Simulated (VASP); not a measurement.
Crystal: NaCl.

```xyz
2
Lattice="0.0000 3.4479 3.4479 3.4479 0.0000 3.4479 3.4479 3.4479 0.0000" Properties=species:S:1:pos:R:3 pbc="T T T"
Na    0.0000    0.0000    0.0000
Cl    3.4479    3.4479    3.4479
```

```yaml
Program: VASP 6.6.1
Task: relaxation of cell and atoms
Functional: PBE
Potentials_or_basis: VASP PAW PBE potentials, release 64 (Na_pv, Cl)
Cutoff: 600 eV
k_mesh: 6 × 6 × 6
Occupations: gaussian, width 0.02 eV
Spin: no spin polarisation
```

At the start: pressure -3.7 GPa; volume 40.99 Å³/atom.

Q: Where does the relaxation end?

A: Over 7 steps the energy falls by 350.5 meV/atom and the volume is 23.08 Å³/atom (-43.7 %); space group Fm-3m (No. 225, to 0.1 Å) before and after.

The path:
```csv
step,energy change (eV),largest force (eV/Å),pressure (GPa),volume (Å³)
1,0.0000,0.0000,-3.72,81.97
2,-0.2557,0.0000,-3.83,71.20
3,-0.6964,0.0000,0.93,44.60
4,-0.6978,0.0000,-0.57,47.66
5,-0.7008,0.0000,-0.10,46.44
6,-0.7007,0.0000,0.19,45.86
7,-0.7009,0.0000,-0.01,46.16
```

Final structure:
```cif
data_structure
_symmetry_space_group_name_H-M 'P 1'
_symmetry_Int_Tables_number 1
_cell_length_a 4.0264
_cell_length_b 4.0264
_cell_length_c 4.0264
_cell_angle_alpha 60.000
_cell_angle_beta 60.000
_cell_angle_gamma 60.000
_cell_volume 46.16
loop_
_atom_site_label
_atom_site_type_symbol
_atom_site_fract_x
_atom_site_fract_y
_atom_site_fract_z
_atom_site_occupancy
Na1 Na 0.00000 0.00000 0.00000 1
Cl1 Cl 0.50000 0.50000 0.50000 1
```

Caveat: the volume moved by over 15 % at a fixed basis, so the end points are rough.
